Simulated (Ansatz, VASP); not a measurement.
# Ni in VASP and in Ansatz

The input INCAR:

```
ALGO = Normal
EDIFF = 1E-6
ENCUT = 520
GGA = PE
ISIF = 2
ISMEAR = 0
ISPIN = 2
LASPH = T
LCHARG = F
LMAXMIX = 4
LORBIT = 11
LREAL = F
LWAVE = F
MAGMOM = 2 2
NBANDS = 21
NELM = 150
PREC = Accurate
SIGMA = 0.1
```

File KPOINTS:

```
k-points
0
Gamma
  7 14 14
```

Contents of POSCAR:

```
Ni
1.0
    0.0000000000      3.4500000000      3.4500000000
    1.7250000000      0.0000000000      1.7250000000
    1.7250000000      1.7250000000      0.0000000000
Ni
2
Direct
    0.0000000000      0.0000000000      0.0000000000
    0.5000000000      0.0000000000      0.0000000000
```

Input for Ansatz:

```yaml
crystal:
  lattice:
    - [0.0, 3.45, 3.45]
    - [1.725, 0.0, 1.725]
    - [1.725, 1.725, 0.0]
  atoms:
    - { symbol: Ni, position: [0.0, 0.0, 0.0], spin: 2.0 }
    - { symbol: Ni, position: [0.5, 0.0, 0.0], spin: 2.0 }
magnetization:
  spin_polarized: true
hamiltonian:
  xc: pbe
  pseudopotentials: { kind: paw }
basis:
  ecutwfc: 420
kpoints:
  mp_grid: { grid: [7, 14, 14] }
scf:
  occupations: { method: gaussian, width: 0.1 }
  lower_state_search: "off"
output:
  forces: true
  stress: true
  write_density: true
  write_potential: true
  elf: true
  volumetric_format: npy
```

Alike in both runs: task single point; functional PBE; k mesh 7 × 14 × 14; occupations gaussian, width 0.1 eV; collinear spin.

```csv
,VASP,Ansatz
version,VASP 6.6.1,Ansatz 0.2.0
potentials or method,"VASP PAW PBE potentials, release 64 (Ni), cutoff 520 eV","PAW, plane waves, scalar-relativistic"
valence electrons in the cell,20,36
```

|  | VASP | Ansatz | Ansatz less VASP |
| --- | --- | --- | --- |
| pressure (GPa) | 12.9 | 13.3 | +0.32 |
| net moment per atom (μB) | 0.56 | 0.57 | +0.010 |
| size of the moment on the site where the two differ most (μB) | 0.57 | 0.61 | +0.040 |

Site moments also hang on the region over which each program counts them. With one functional, cell and mesh, what is left measures potentials, basis and numerics. VASP's potentials hold 20 valence electrons a cell and Ansatz's 36, so a difference there can come from the potentials and not from the codes.
